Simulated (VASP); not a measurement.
# Fe (Im-3m) in VASP: further runs

The runs below take Fe through single point, with LDA.

Everything below comes from runs of VASP 6.6.1. Logs are shortened: lines on timing, memory, paths and dates and some standing lists are left out, and cuts for length are marked.

## Step 1: The cell of the first run

The structure is cubic, space group Im-3m (No. 229). Conventional cell: a = 2.749 Å, b = 2.749 Å, c = 2.749 Å, α = 90.00°, β = 90.00°, γ = 90.00°. Within 3.1 Å of Fe (site symmetry m-3m) lie 14 Fe at 2.38 to 2.75 Å.

## Step 2: Single point, LDA, collinear spin, ferromagnetic start

Input file INCAR:

```
  ALGO = Normal
  EDIFF = 1E-6
  ENCUT = 600
  GGA = CA
  GGA_COMPAT = F
  ISIF = 2
  ISMEAR = -1
  ISPIN = 2
  LASPH = T
  LCHARG = F
  LMAXMIX = 4
  LORBIT = 11
  LREAL = F
  LWAVE = F
  MAGMOM = 1.988
  NBANDS = 18
  NELM = 200
  PREC = Accurate
  SIGMA = 0.2
```

Input file KPOINTS:

```
k-points
0
Gamma
  16 16 16
```

Input file POSCAR:

```
Fe
1.0
   -1.3745984210      1.3745984210      1.3745984210
    1.3745984210     -1.3745984210      1.3745984210
    1.3745984210      1.3745984210     -1.3745984210
Fe
1
Direct
    0.0000000000      0.0000000000      0.0000000000
```

Potentials or basis: VASP PAW LDA potentials, release 64 (Fe_sv).

Run with:

```
$ cat potpaw_LDA.64/Fe_sv/POTCAR > POTCAR
$ mpirun -np 1 vasp_std > vasp.out
```

OUTCAR:

```text
EDIFF = 1E-6
   ENCUT = 600
   GGA = CA
   ISIF = 2
   ISMEAR = -1
   ISPIN = 2
   LASPH = T
   LORBIT = 11
   LREAL = F
   NELM = 200
   PREC = Accurate

 ion  position               nearest neighbor table
   1  0.000  0.000  0.000-

  LATTYP: Found a body centered cubic cell.
 ALAT       =     2.7491968420

  Lattice vectors:

 A1 = (  -1.3745984210,   1.3745984210,   1.3745984210)
 A2 = (   1.3745984210,  -1.3745984210,   1.3745984210)
 A3 = (   1.3745984210,   1.3745984210,  -1.3745984210)

Analysis of symmetry for initial positions (statically):
=====================================================================
 Subroutine PRICEL returns:
 Original cell was already a primitive cell.

 Routine SETGRP: Setting up the symmetry group for a
 body centered cubic supercell.

 Subroutine GETGRP returns: Found 48 space group operations
 (whereof 48 operations were pure point group operations)
 out of a pool of 48 trial point group operations.

The static configuration has the point symmetry O_h .

Analysis of symmetry for dynamics (positions and initial velocities):
=====================================================================
 Subroutine PRICEL returns:
 Original cell was already a primitive cell.

 Routine SETGRP: Setting up the symmetry group for a
 body centered cubic supercell.

 Subroutine GETGRP returns: Found 48 space group operations
 (whereof 48 operations were pure point group operations)
 out of a pool of 48 trial point group operations.

The dynamic configuration has the point symmetry O_h .

Analysis of structural, dynamic, and magnetic symmetry:
=====================================================================
 Subroutine PRICEL returns:
 Original cell was already a primitive cell.

 Routine SETGRP: Setting up the symmetry group for a
 body centered cubic supercell.

 Subroutine GETGRP returns: Found 48 space group operations
 (whereof 48 operations were pure point group operations)
 out of a pool of 48 trial point group operations.

The overall configuration has the point symmetry O_h .

 Subroutine INISYM returns: Found 48 space group operations
 (whereof 48 operations are pure point group operations),
 and found     1 'primitive' translations

----------------------------------------------------------------------------------------

                                     Primitive cell

  volume of cell :      10.3893

  direct lattice vectors                    reciprocal lattice vectors
    -1.374598421  1.374598421  1.374598421     0.000000000  0.363742597  0.363742597
     1.374598421 -1.374598421  1.374598421     0.363742597  0.000000000  0.363742597
     1.374598421  1.374598421 -1.374598421     0.363742597  0.363742597  0.000000000

  length of vectors
     2.380874305  2.380874305  2.380874305     0.514409714  0.514409714  0.514409714

  position of ions in fractional coordinates (direct lattice)
     0.000000000  0.000000000  0.000000000

  ion indices of the primitive-cell ions
   primitive index   ion index
                 1           1

----------------------------------------------------------------------------------------

 KPOINTS: k-points

Automatic generation of k-mesh.
 Grid dimensions read from file:
 generate k-points for:   16   16   16

 Generating k-lattice:

  Cartesian coordinates                     Fractional coordinates (reciprocal lattice)
     0.000000000  0.022733912  0.022733912     0.062500000  0.000000000  0.000000000
     0.022733912  0.000000000  0.022733912     0.000000000  0.062500000  0.000000000
     0.022733912  0.022733912  0.000000000     0.000000000  0.000000000  0.062500000

  Length of vectors
     0.032150607  0.032150607  0.032150607

  Shift w.r.t. Gamma in fractional coordinates (k-lattice)
     0.000000000  0.000000000  0.000000000

 Subroutine IBZKPT returns following result:
 ===========================================

 Found    145 irreducible k-points:

 Following reciprocal coordinates:
            Coordinates               Weight
  0.000000  0.000000  0.000000      1.000000
  0.062500  0.000000  0.000000     12.000000
  0.125000  0.000000  0.000000     12.000000
  0.187500  0.000000  0.000000     12.000000
  0.250000  0.000000  0.000000     12.000000
  0.312500  0.000000  0.000000     12.000000
[... 16 lines left out ...]
  0.187500  0.187500  0.000000     24.000000
  0.250000  0.187500  0.000000     48.000000
 [... further k-points ...]
   k-points           NKPTS =    145   k-points in BZ     NKDIM =    145   number of bands    NBANDS=     18
   number of dos      NEDOS =    301   number of ions     NIONS =      1
   total plane-waves  NPLWV =   8000
   dimension x,y,z NGX =    20 NGY =   20 NGZ =   20
   dimension x,y,z NGXF=    40 NGYF=   40 NGZF=   40
   ions per type =               1
   NGX,Y,Z   is equivalent  to a cutoff of  13.97, 13.97, 13.97 a.u.
   NGXF,Y,Z  is equivalent  to a cutoff of  27.93, 27.93, 27.93 a.u.
 SYSTEM =  unknown system
   PREC   = accura    normal or accurate (medium, high low for compatibility)
   ISTART =      0    job   : 0-new  1-cont  2-samecut
   ICHARG =      2    charge: 1-file 2-atom 10-const
   ISPIN  =      2    spin polarized calculation?
   LNONCOLLINEAR =      F non collinear calculations
   LSORBIT =      F    spin-orbit coupling
   LASPH  =      T    aspherical Exc in radial PAW
   ENCUT  =  600.0 eV  44.10 Ry    6.64 a.u.   4.76  4.76  4.76*2*pi/ulx,y,z
   NELM   =    200;   NELMIN=  2; NELMDL= -5     # of ELM steps
   EDIFF  = 0.1E-05   stopping-criterion for ELM
   LREAL  =      F    real-space projection
   EDIFFG = 0.1E-04   stopping-criterion for IOM
   NSW    =      0    number of steps for IOM
   IBRION =     -1    ionic relax: 0-MD 1-quasi-New 2-CG
   NFREE  =      0    steps in history (QN), initial steepest desc. (CG)
   ISIF   =      2    stress and relaxation
   ISYM   =      2    0-nonsym 1-usesym 2-fastsym
   POTIM  = 0.5000    time-step for ionic-motion
   TEBEG  =    0.0;   TEEND  =   0.0 temperature during run
   PSTRESS=    0.0 pullay stress
   NELECT =      16.0000    total number of electrons
   NUPDOWN=      -1.0000    fix difference up-down
   EMIN   =  10.00;   EMAX   =-10.00  energy-range for DOS
   EFERMI =   0.00;   METHOD = LEGACY
   ISMEAR =    -1;   SIGMA  =   0.20  broadening in eV -4-tet -1-fermi 0-gaus
   EFERMI_NEDOS =   21; number of points for ismear=-14 and -15
   IALGO  =     38    algorithm
   IMIX   =      4    mixing-type and parameters
     AMIX     =   0.40;   BMIX     =  1.00
     AMIX_MAG =   1.60;   BMIX_MAG =  1.00
  volume/ion in A,a.u.               =      10.39        70.11
  Fermi-wavevector in a.u.,A,eV,Ry     =   1.890539  3.572601 48.629099  3.574138
  Thomas-Fermi vector in A             =   2.931884
   LORBIT       =     11    0 simple, 1 ext, 2 COOP (PROOUT), +10 PAW based schemes
   GGA     = CA    functional components
   LHFCALC =     F    Hartree Fock is set to
   AEXX    =    0.0000 exact exchange contribution
   IVDW    =     0    specifies the selected vdW correction
   LEPSILON=     F    determine dielectric tensor
   LRPA    =     F    only Hartree local field effects (RPA)
 spin polarized calculation
  energy-cutoff  :      600.00
  volume of cell :       10.39
 maximum number of plane-waves:       370
   NGX =  9   NGY =  9   NGZ =  9

 number of electron      16.0000021 magnetization       1.8263550

 Free energy of the ion-electron system (eV)
  ---------------------------------------------------
  ext. energy  EPLUGINS =         0.00000000
  ---------------------------------------------------
  free energy    TOTEN  =        -9.38194539 eV

  energy without entropy =       -9.21604741  energy(sigma->0) =       -9.29899640

 E-fermi :  13.3356     XC(G=0): -14.6908

 val. band max:       13.3322767764   @ k =  -0.3750   0.3750   0.1875
 cond. band min:      13.3403733956   @ k =  -0.2500   0.2500   0.1875
 fundamental gap:      0.0080966192
 Fermi energy:        13.3356472978

 spin component 1

 k-point     1 :       0.0000    0.0000    0.0000
  band No.  band energies     occupation
      1     -73.7844      1.00000
      2     -40.0030      1.00000
      3     -40.0030      1.00000
      4     -40.0030      1.00000
      5       4.1880      1.00000
      6      10.8645      1.00000
[... 10 lines left out ...]
     17      47.2216      0.00000
     18      47.2216      0.00000

 k-point     2 :       0.0625    0.0000    0.0000
  band No.  band energies     occupation
      1     -73.7797      1.00000
      2     -40.0241      1.00000
      3     -40.0095      1.00000
      4     -40.0016      1.00000
      5       4.3612      1.00000
      6      10.8118      1.00000
[... 10 lines left out ...]
     17      45.7810      0.00000
     18      47.5852      0.00000

 k-point     3 :       0.1250    0.0000    0.0000
  band No.  band energies     occupation
      1     -73.7665      1.00000
      2     -40.0886      1.00000
      3     -40.0297      1.00000
      4     -40.0017      1.00000
      5       4.8657      1.00000
      6      10.6632      1.00000
[... 10 lines left out ...]
     17      46.6976      0.00000
     18      48.6503      0.00000

 k-point     4 :       0.1875    0.0000    0.0000
  band No.  band energies     occupation
      1     -73.7467      1.00000
      2     -40.1843      1.00000
      3     -40.0609      1.00000
      4     -40.0019      1.00000
      5       5.6476      1.00000
      6      10.4461      1.00000
[... 375 lines left out ...]
      4     -40.0330      1.00000
      5       8.1942      1.00000
      6       9.6463      1.00000
[... 10 lines left out ...]
     17      54.5317      0.00000
     18      56.0833      0.00000

 k-point    23 :       0.1875    0.1875    0.0000
  band No.  band energies     occupation
      1     -73.6944      1.00000
      2     -40.3960      1.00000
      3     -40.1396      1.00000
      4     -40.0422      1.00000
      5       7.8235      1.00000
      6       9.9958      1.00000
[... 10 lines left out ...]
     17      50.7952      0.00000
     18      53.8307      0.00000

 k-point    24 :       0.2500    0.1875    0.0000
  band No.  band energies     occupation
      1     -73.6760      1.00000
      2     -40.4547      1.00000
      3     -40.1879      1.00000
      4     -40.0494      1.00000
      5       8.4166      1.00000
      6       9.8033      1.00000
[... 10 lines left out ...]
     17      52.2301      0.00000
     18      55.3102      0.00000

 [... further k-points ...]

 spin component 2

 k-point     1 :       0.0000    0.0000    0.0000
  band No.  band energies     occupation
      1     -71.7725      1.00000
      2     -38.0365      1.00000
      3     -38.0365      1.00000
      4     -38.0365      1.00000
      5       4.5286      1.00000
      6      12.3478      0.99289
[... 10 lines left out ...]
     17      47.9774      0.00000
     18      47.9774      0.00000

 k-point     2 :       0.0625    0.0000    0.0000
  band No.  band energies     occupation
      1     -71.7675      1.00000
      2     -38.0595      1.00000
      3     -38.0435      1.00000
      4     -38.0352      1.00000
      5       4.7030      1.00000
      6      12.2883      0.99471
[... 10 lines left out ...]
     17      46.4707      0.00000
     18      48.3106      0.00000

 k-point     3 :       0.1250    0.0000    0.0000
  band No.  band energies     occupation
      1     -71.7535      1.00000
      2     -38.1291      1.00000
      3     -38.0651      1.00000
      4     -38.0353      1.00000
      5       5.2124      1.00000
      6      12.1213      0.99770
[... 10 lines left out ...]
     17      47.1344      0.00000
     18      49.3002      0.00000

 k-point     4 :       0.1875    0.0000    0.0000
  band No.  band energies     occupation
      1     -71.7324      1.00000
      2     -38.2323      1.00000
      3     -38.0985      1.00000
      4     -38.0356      1.00000
      5       6.0102      1.00000
      6      11.8782      0.99932
[... 375 lines left out ...]
      4     -38.0693      1.00000
      5       9.2638      1.00000
      6      10.9712      0.99999
[... 10 lines left out ...]
     17      55.1716      0.00000
     18      56.4180      0.00000

 k-point    23 :       0.1875    0.1875    0.0000
  band No.  band energies     occupation
      1     -71.6766      1.00000
      2     -38.4601      1.00000
      3     -38.1833      1.00000
      4     -38.0789      1.00000
      5       8.3541      1.00000
      6      11.3669      0.99995
[... 10 lines left out ...]
     17      51.3737      0.00000
     18      54.2843      0.00000

 k-point    24 :       0.2500    0.1875    0.0000
  band No.  band energies     occupation
      1     -71.6570      1.00000
      2     -38.5233      1.00000
      3     -38.2351      1.00000
      4     -38.0866      1.00000
      5       9.1644      1.00000
      6      11.1361      0.99998
[... 10 lines left out ...]
     17      52.7077      0.00000
     18      55.8398      0.00000

 [... further k-points ...]
[... 5 lines left out ...]
  --------------------------------------------------------------------------------------
  -------------------------------------------------------------------------------------
  Total       -0.3113909     -0.3113909     -0.3113909      0.0000000      0.0000000      0.0000000
  in kB      -48.0207479    -48.0207479    -48.0207479      0.0000000      0.0000000      0.0000000
  external PRESSURE =     -48.0207479 kB  Pullay stress =       0.0000000 kB

 VOLUME and BASIS-vectors are now :
 -----------------------------------------------------------------------------
  energy-cutoff  :      600.00
  volume of cell :       10.39
      direct lattice vectors                 reciprocal lattice vectors
    -1.374598421  1.374598421  1.374598421     0.000000000  0.363742597  0.363742597
     1.374598421 -1.374598421  1.374598421     0.363742597  0.000000000  0.363742597
     1.374598421  1.374598421 -1.374598421     0.363742597  0.363742597  0.000000000

 POSITION                                       TOTAL-FORCE (eV/Angst)
 -----------------------------------------------------------------------------------
      0.00000      0.00000      0.00000         0.000000      0.000000     -0.000000
 -----------------------------------------------------------------------------------
    total drift:                                0.000000     -0.000000      0.000000

  FREE ENERGIE OF THE ION-ELECTRON SYSTEM (eV)
  ---------------------------------------------------
  free  energy   TOTEN  =        -9.3819453923 eV

  energy  without entropy=       -9.2160474079  energy(sigma->0) =       -9.29899640

 total charge

# of ion       s       p       d       tot
------------------------------------------
    1        2.203   6.048   5.557  13.808

 magnetization (x)

# of ion       s       p       d       tot
------------------------------------------
    1       -0.001  -0.004   1.799   1.794
```

It took 45 s on 1 thread of Intel Xeon Platinum 8259CL at 2.50GHz (Skylake/Cascade Lake), shared host; peak memory 0.16 GiB.

What came out:

```
Free energy                                           : -9.3819 eV
Pressure                                              : -4.8 GPa
Net moment                                            : 1.83 μB per cell
Site moments                                          : Fe +1.79 μB
Valence electrons inside the program's atomic spheres : Fe 13.81
```

## Step 3: Single point, LDA

This run uses another cell than the first one, of 9.84 Å³/atom, 0.947 times its volume.

Input file INCAR:

```
SYSTEM = Fe
ALGO = Normal
EDIFF = 1E-6
ENCUT = 600
GGA_COMPAT = .FALSE.
ISIF = 2
ISMEAR = 1
LASPH = .TRUE.
LCHARG = .FALSE.
LREAL = .FALSE.
LWAVE = .FALSE.
NBANDS = 10
NELM = 120
PREC = Accurate
SIGMA = 0.2
```

Input file KPOINTS:

```
k-points
0
G
  16 16 16
  0 0 0
```

Input file POSCAR:

```
Fe
1.0
   -1.3498227879      1.3498227879      1.3498227879
    1.3498227879     -1.3498227879      1.3498227879
    1.3498227879      1.3498227879     -1.3498227879
Fe
1
Direct
    0.0000000000      0.0000000000      0.0000000000
```

Potentials or basis: VASP PAW LDA potentials, release 64 (Fe).

Run with:

```
$ cat potpaw_LDA.64/Fe/POTCAR > POTCAR
$ mpirun -np 1 vasp_std > vasp.out
```

Wall time 18 s (1 thread of AMD EPYC 9R45 (Zen 5), shared host); peak memory 0.1 GiB.

Results (log left out):

```yaml
Free_energy: -8.9782 eV
Pressure: -1.5 GPa
Band_gap_on_the_k_mesh: zero (band 4 reaches 8.50 eV, above the bottom of band 5 at 6.21 eV)
```

Levels at points of the mesh, in eV from the Fermi level:
```
           k point  band 2  band 3  band 4  band 5  band 6  band 7
(0.00, 0.00, 0.00)   -1.97   -1.97   -1.97   -0.08   -0.08   26.36
(0.50, 0.00, 0.00)   -3.40   -0.08    0.20    0.57    1.52    9.24
(0.50, 0.50, 0.50)   -5.15    1.16    1.16    1.16   11.07   11.07
```

Caveat: the run has no spin polarisation, though such a crystal can be magnetic. Spin polarisation is off, so any magnetic state and its effect on volume and gap are missing.

(Part 1 of 2 ends here.)
